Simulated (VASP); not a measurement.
# CuSi16 (a cell with a defect) in VASP: single point with PBEsol

Aim: the single point of CuSi16 (a cell with a defect) with PBEsol.

All numbers are computed with VASP 6.6.1; they aren't measurements. Logs are shortened: lines on timing, memory, paths and dates and some standing lists are left out, and cuts for length are marked.

### 1 The cell of the first run

The cell holds a defect, 17 atoms: a = 7.679 Å, b = 7.679 Å, c = 7.679 Å, α = 60.00°, β = 60.00°, γ = 60.00°.

### 2 Single point, PBEsol

The input, INCAR:

```
SYSTEM = CuSi16
PREC     = Accurate       ! precision mode
ENCUT    = 520            ! plane-wave cutoff, eV
EDIFF    = 1E-7           ! SCF threshold, eV
ISMEAR   = -1             ! smearing method
SIGMA    = 0.02           ! smearing width, eV
LREAL    = Auto         
LASPH    = .True.         ! aspherical terms in the spheres
NELM     = 80             ! most SCF steps
ALGO     = Normal         ! electronic algorithm
ISIF     = 2              ! what is computed and relaxed
LWAVE    = .False.        ! write WAVECAR
LCHARG   = .False.        ! write CHGCAR
GGA      = PS             ! functional
NELECT   = 74.0         
NBANDS   = 52             ! bands
```

The input, KPOINTS:

```
Automatic mesh
0
Gamma
  2 2 2
  0 0 0
```

The input, POSCAR:

```
CuSi16
1.0
    0.0000000000      5.4300000000      5.4300000000
    5.4300000000      0.0000000000      5.4300000000
    5.4300000000      5.4300000000      0.0000000000
Si Cu
16 1
Direct
   -0.0029404236     -0.0284809392      0.0347299263
    0.1251203499      0.1279975138      0.1183908840
   -0.0035907919      0.0011779006      0.5081578269
    0.1132885820      0.1111139963      0.6622167587
   -0.0004233886      0.5023097606     -0.0125867403
    0.1366070902      0.6010273481      0.1259592081
    0.0024128913      0.4870784530      0.5082156538
    0.1288537753      0.6288521179      0.6129092081
    0.5031834254      0.0075071823     -0.0136279926
    0.6290325046      0.1281741252      0.1179177716
    0.4943783610      0.0011849908      0.5081982505
    0.6242451197      0.1402758748      0.6113110497
    0.5109802026      0.5024818600     -0.0127199816
    0.6266752302      0.6341971455      0.1127720994
    0.5009503683      0.5117509208      0.4864172192
    0.6295092081      0.6289613260      0.6127543278
    0.2543533149      0.2005407919      0.2918063536
```

Potentials or basis: VASP PAW PBE potentials, release 64 (Si, Cu).

The run is started by

```
cat potpaw_PBE.64/Si/POTCAR potpaw_PBE.64/Cu/POTCAR > POTCAR
mpirun -np 1 vasp_std > vasp.out
```

OUTCAR:

```text
SYSTEM = CuSi16
   PREC = Accurate
   ENCUT = 520
   EDIFF = 1E-7
   ISMEAR = -1
   LREAL = Auto
   LASPH = .True.
   NELM = 80
   ISIF = 2
   GGA = PS
   NELECT = 74.0

 ion  position               nearest neighbor table
   1  0.997  0.972  0.035-  10 2.33   2 2.33   6 2.33   4 2.34
   2  0.125  0.128  0.118-   1 2.33   5 2.35   9 2.37  17 2.38   3 2.44
   3  0.996  0.001  0.508-  12 2.34   8 2.34   4 2.40   2 2.44  17 2.50
   4  0.113  0.111  0.662-  17 2.33   1 2.34   7 2.37   3 2.40  11 2.40
   5  1.000  0.502  0.987-  14 2.34   2 2.35   8 2.35   6 2.35
   6  0.137  0.601  0.126-   1 2.33   5 2.35  13 2.35   7 2.40  17 2.52
   7  0.002  0.487  0.508-   8 2.34  16 2.34   4 2.37   6 2.40  17 2.74
   8  0.129  0.629  0.613-  15 2.33   3 2.34   7 2.34   5 2.35
   9  0.503  0.008  0.986-  14 2.34  12 2.35  10 2.37   2 2.37  17 2.74
  10  0.629  0.128  0.118-   1 2.33  13 2.35   9 2.37  17 2.38  11 2.45
  11  0.494  0.001  0.508-  12 2.34  16 2.34   4 2.40  10 2.45  17 2.49
  12  0.624  0.140  0.611-  15 2.33  11 2.34   3 2.34   9 2.35
  13  0.511  0.502  0.987-  14 2.34  10 2.35  16 2.35   6 2.35
  14  0.627  0.634  0.113-  13 2.34   5 2.34   9 2.34  15 2.34
  15  0.501  0.512  0.486-  12 2.33   8 2.33  16 2.33  14 2.34
  16  0.630  0.629  0.613-  15 2.33  11 2.34   7 2.34  13 2.35
  17  0.254  0.201  0.292-   4 2.33  10 2.38   2 2.38  11 2.49   3 2.50   6 2.52   9 2.74   7 2.74

  LATTYP: Found a face centered cubic cell.
 ALAT       =    10.8600000000

  Lattice vectors:

 A1 = (   0.0000000000,   5.4300000000,   5.4300000000)
 A2 = (   5.4300000000,   0.0000000000,   5.4300000000)
 A3 = (   5.4300000000,   5.4300000000,   0.0000000000)

Analysis of symmetry for initial positions (statically):
=====================================================================
 Subroutine PRICEL returns:
 Original cell was already a primitive cell.

 Routine SETGRP: Setting up the symmetry group for a
 face centered cubic supercell.

 Subroutine GETGRP returns: Found  1 space group operations
 (whereof  1 operations were pure point group operations)
 out of a pool of 48 trial point group operations.

The static configuration has the point symmetry C_1 .

Analysis of symmetry for dynamics (positions and initial velocities):
=====================================================================
 Subroutine PRICEL returns:
 Original cell was already a primitive cell.

 Routine SETGRP: Setting up the symmetry group for a
 face centered cubic supercell.

 Subroutine GETGRP returns: Found  1 space group operations
 (whereof  1 operations were pure point group operations)
 out of a pool of 48 trial point group operations.

The dynamic configuration has the point symmetry C_1 .

[... 119 lines left out ...]
   POTIM  = 0.5000    time-step for ionic-motion
   TEBEG  =    0.0;   TEEND  =   0.0 temperature during run
   PSTRESS=    0.0 pullay stress
   NELECT =      74.0000    total number of electrons
   NUPDOWN=      -1.0000    fix difference up-down
   EMIN   =  10.00;   EMAX   =-10.00  energy-range for DOS
   EFERMI =   0.00;   METHOD = LEGACY
   ISMEAR =    -1;   SIGMA  =   0.02  broadening in eV -4-tet -1-fermi 0-gaus
   EFERMI_NEDOS =   21; number of points for ismear=-14 and -15
   IALGO  =     38    algorithm
   IMIX   =      4    mixing-type and parameters
     AMIX     =   0.40;   BMIX     =  1.00
     AMIX_MAG =   1.60;   BMIX_MAG =  1.00
  volume/ion in A,a.u.               =      18.84       127.11
  Fermi-wavevector in a.u.,A,eV,Ry     =   1.004636  1.898488 13.732283  1.009294
  Thomas-Fermi vector in A             =   2.137265
   LORBIT       =      0    0 simple, 1 ext, 2 COOP (PROOUT), +10 PAW based schemes
   GGA     = PS    functional components
   LHFCALC =     F    Hartree Fock is set to
   AEXX    =    0.0000 exact exchange contribution
   IVDW    =     0    specifies the selected vdW correction
   LEPSILON=     F    determine dielectric tensor
   LRPA    =     F    only Hartree local field effects (RPA)
 non-spin polarized calculation
  energy-cutoff  :      520.00
  volume of cell :      320.21
 maximum number of plane-waves:      8646
 NGX is ok and might be reduce to    60
   NGX = 29   NGY = 29   NGZ = 29

 number of electron      74.0000001 magnetization

 Free energy of the ion-electron system (eV)
  ---------------------------------------------------
  ext. energy  EPLUGINS =         0.00000000
  ---------------------------------------------------
  free energy    TOTEN  =      -100.07778603 eV

  energy without entropy =     -100.07772515  energy(sigma->0) =     -100.07775559

 E-fermi :   6.3465     XC(G=0):  -9.7558

 val. band max:        6.2013785267   @ k =   0.0000   0.0000   0.0000
 cond. band min:       6.4908718791   @ k =   0.0000   0.0000   0.0000
 fundamental gap:      0.2894933524
 Fermi energy:         6.3465295737

 k-point     1 :       0.0000    0.0000    0.0000
  band No.  band energies     occupation
      1      -5.9713      2.00000
      2      -3.6047      2.00000
      3      -3.5608      2.00000
      4      -3.5366      2.00000
      5      -3.5209      2.00000
      6      -2.1067      2.00000
[... 405 lines left out ...]
     48      10.3542      0.00000
     49      10.3848      0.00000
 [bands above 49 left out]

------------------------ aborting loop because EDIFF is reached ----------------------------------------

  FORCE on cell =-STRESS in cart. coord.  units (eV):
  Direction    XX          YY          ZZ          XY          YZ          ZX
  --------------------------------------------------------------------------------------
  -------------------------------------------------------------------------------------
  Total       -6.2044754     -5.5049168     -5.5323431      0.2112244      0.2398022     -0.2092364
  in kB      -31.0446068    -27.5443074    -27.6815373      1.0568790      1.1998702     -1.0469318
  external PRESSURE =     -28.7568172 kB  Pullay stress =       0.0000000 kB

 VOLUME and BASIS-vectors are now :
 -----------------------------------------------------------------------------
  energy-cutoff  :      520.00
  volume of cell :      320.21
      direct lattice vectors                 reciprocal lattice vectors
     0.000000000  5.430000000  5.430000000    -0.092081031  0.092081031  0.092081031
     5.430000000  0.000000000  5.430000000     0.092081031 -0.092081031  0.092081031
     5.430000000  5.430000000  0.000000000     0.092081031  0.092081031 -0.092081031

 POSITION                                       TOTAL-FORCE (eV/Angst)
 -----------------------------------------------------------------------------------
      5.46393      5.60262     10.68938        -0.020001     -0.002391      0.007930
      1.33789      1.32227      1.37443         0.000020      0.006049     -0.014212
      2.76569      8.16980      5.41690        -0.006022     -0.022558     -0.014488
      4.19919      4.21099      1.21851         0.011265      0.021348     -0.014863
      8.08920     10.78936      8.15524         0.006359     -0.004975     -0.004633
      3.94754      1.42573      4.00535        -0.017372     -0.012378      0.015912
[... 9 lines left out ...]
      6.74252      6.74549      6.83350        -0.000224      0.002726      0.002500
      2.67345      2.96565      2.47007        -0.004047     -0.011986      0.001695
 -----------------------------------------------------------------------------------
    total drift:                               -0.007662      0.000399     -0.000555

  FREE ENERGIE OF THE ION-ELECTRON SYSTEM (eV)
  ---------------------------------------------------
  free  energy   TOTEN  =      -100.0777860345 eV

  energy  without entropy=     -100.0777251540  energy(sigma->0) =     -100.07775559
```

OSZICAR:

```text
N       E                     dE             d eps       ncg     rms          rms(c)
DAV:   1     0.318129386990E+03    0.31813E+03   -0.27620E+04   832   0.123E+03
DAV:   2    -0.621598491140E+02   -0.38029E+03   -0.35618E+03   860   0.239E+02
DAV:   3    -0.102570803194E+03   -0.40411E+02   -0.38065E+02  1128   0.789E+01
DAV:   4    -0.104469709186E+03   -0.18989E+01   -0.18698E+01  1120   0.171E+01
[... 11 lines left out ...]
DAV:  16    -0.100077822742E+03    0.23310E-04   -0.25847E-04  1320   0.134E-01    0.425E-02
DAV:  17    -0.100077798159E+03    0.24582E-04   -0.21111E-05  1400   0.126E-01    0.258E-02
DAV:  18    -0.100077784288E+03    0.13872E-04   -0.61026E-05  1352   0.218E-01    0.308E-03
DAV:  19    -0.100077786041E+03   -0.17538E-05   -0.20438E-05   976   0.180E-02    0.507E-03
DAV:  20    -0.100077786034E+03    0.69485E-08   -0.33658E-07  1032   0.319E-03
   1 F= -.10007779E+03 E0= -.10007776E+03  d E =-.608805E-04
```

Run time: 12 min. Hardware: 1 thread of Intel Xeon 8259CL, shared host; peak memory 0.5 GiB.

What came out:

- Free energy: -100.0778 eV
- Largest force: 0.030 eV/Å

Forces in eV/Å, atoms in the order of the input:
```
Si  -0.020 -0.002  0.008
Si   0.000  0.006 -0.014
Si  -0.006 -0.023 -0.014
Si   0.011  0.021 -0.015
Si   0.006 -0.005 -0.005
Si  -0.017 -0.012  0.016
Si   0.017  0.003 -0.004
Si   0.001 -0.006  0.000
Si  -0.005 -0.003  0.005
Si   0.006  0.019 -0.016
Si  -0.011  0.008  0.026
Si   0.005  0.003 -0.001
Si   0.006  0.003  0.005
Si   0.007 -0.002  0.001
Si   0.003 -0.002  0.004
Si   0.000  0.003  0.003
Cu  -0.004 -0.012  0.002
```

Caveat: the k points lie up to 0.50 Å⁻¹ apart; the cell carries a net charge on a neutralising background, which shifts energy and pressure; the cell is charged against a uniform background, so pressure and absolute levels hang on convention; the PAW data sets were made with another functional, which shifts forces and pressure a little.
